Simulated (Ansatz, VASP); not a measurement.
**HRh6: VASP beside Ansatz**

INCAR

```
PREC = Accurate
ENCUT = 520
EDIFF = 1E-6
ISMEAR = 0
SIGMA = 0.1
LREAL = False
LASPH = True
NELM = 80
ALGO = Normal
ISIF = 2
LWAVE = False
LCHARG = True
LDIPOL = True
IDIPOL = 3
DIPOL = 0.5 0.5 0.287
GGA = PE
LELF = True
LVHAR = True
LVACPOTAV = True
NBANDS = 104
```

KPOINTS

```
Automatic mesh
0
Gamma
  5 5 1
```

The input POSCAR:

```
HRh6
1.0
    5.4163401145      0.0000000000      0.0000000000
    0.0000000000      5.4163401145      0.0000000000
    0.0000000000      0.0000000000     21.6737367085
Rh H
12 2
Direct
    0.2500000000      0.2500000000      0.1845551625
    0.2500000000      0.7500000000      0.1845551625
    0.7500000000      0.2500000000      0.1845551625
    0.7500000000      0.7500000000      0.1845551625
    0.0000000000      0.0000000000      0.2693761947
    0.0000000000      0.5000000000      0.2693761947
    0.5000000000      0.0000000000      0.2693761947
    0.5000000000      0.5000000000      0.2693761947
    0.2500000000      0.2500000000      0.3540569313
    0.2500000000      0.7500000000      0.3540569313
    0.7500000000      0.2500000000      0.3540569313
    0.7500000000      0.7500000000      0.3540569313
    0.3293127868      0.5000000000      0.3895838001
    0.6706872132      0.5000000000      0.3895838001
```

Input for Ansatz:

```yaml
crystal:
  lattice:
    - [5.4163401145, 0.0, 0.0]
    - [0.0, 5.4163401145, 0.0]
    - [0.0, 0.0, 21.6737367085]
  atoms:
    - { symbol: Rh, position: [0.25, 0.25, 0.1845551625] }
    - { symbol: Rh, position: [0.25, 0.75, 0.1845551625] }
    - { symbol: Rh, position: [0.75, 0.25, 0.1845551625] }
    - { symbol: Rh, position: [0.75, 0.75, 0.1845551625] }
    - { symbol: Rh, position: [0.0, 0.0, 0.2693761947] }
    - { symbol: Rh, position: [0.0, 0.5, 0.2693761947] }
    - { symbol: Rh, position: [0.5, 0.0, 0.2693761947] }
    - { symbol: Rh, position: [0.5, 0.5, 0.2693761947] }
    - { symbol: Rh, position: [0.25, 0.25, 0.3540569313] }
    - { symbol: Rh, position: [0.25, 0.75, 0.3540569313] }
    - { symbol: Rh, position: [0.75, 0.25, 0.3540569313] }
    - { symbol: Rh, position: [0.75, 0.75, 0.3540569313] }
    - { symbol: H, position: [0.3293127868, 0.5, 0.3895838001] }
    - { symbol: H, position: [0.6706872132, 0.5, 0.3895838001] }
basis:
  ecutwfc: 420
kpoints:
  mp_grid: { grid: [5, 5, 1] }
hamiltonian:
  xc: pbe
scf:
  occupations: { method: gaussian, width: 0.1 }
output:
  forces: true
  eigenvalues: true
  write_density: true
  write_potential: true
  elf: true
  volumetric_format: npy
efield:
  axis: 3
  dipole_correction: true
  ramp_width: 0.04
```

Alike in both runs: task single point; functional PBE; k mesh 5 × 5 × 1; occupations gaussian, width 0.1 eV; no spin polarisation.

|  | VASP | Ansatz |
| --- | --- | --- |
| version | VASP 6.6.1 | Ansatz 0.2.0 |
| potentials or method | VASP PAW PBE potentials, release 64 (Rh_pv, H), cutoff 520 eV | scalar-relativistic, plane waves, PAW |
| valence electrons in the cell | 182 | 206 |

|  | VASP | Ansatz | Ansatz less VASP |
| --- | --- | --- | --- |
| gap on the k mesh at the Fermi level (eV) | none | none | - |
| rms of the force components (eV/Å) | 0.541 | 0.535 | -0.0060 |
| work function, face that differs most (eV) | 4.98 | 4.98 | +0.001 |

Atom by atom the forces differ by 0.006 eV/Å (rms over components). A gap of «none» marks a metal or a gap that the smearing closes. VASP's potentials hold 182 valence electrons a cell and Ansatz's 206, so a difference there can come from the potentials and not from the codes. Ansatz's warnings: xc potential rough in thin density.
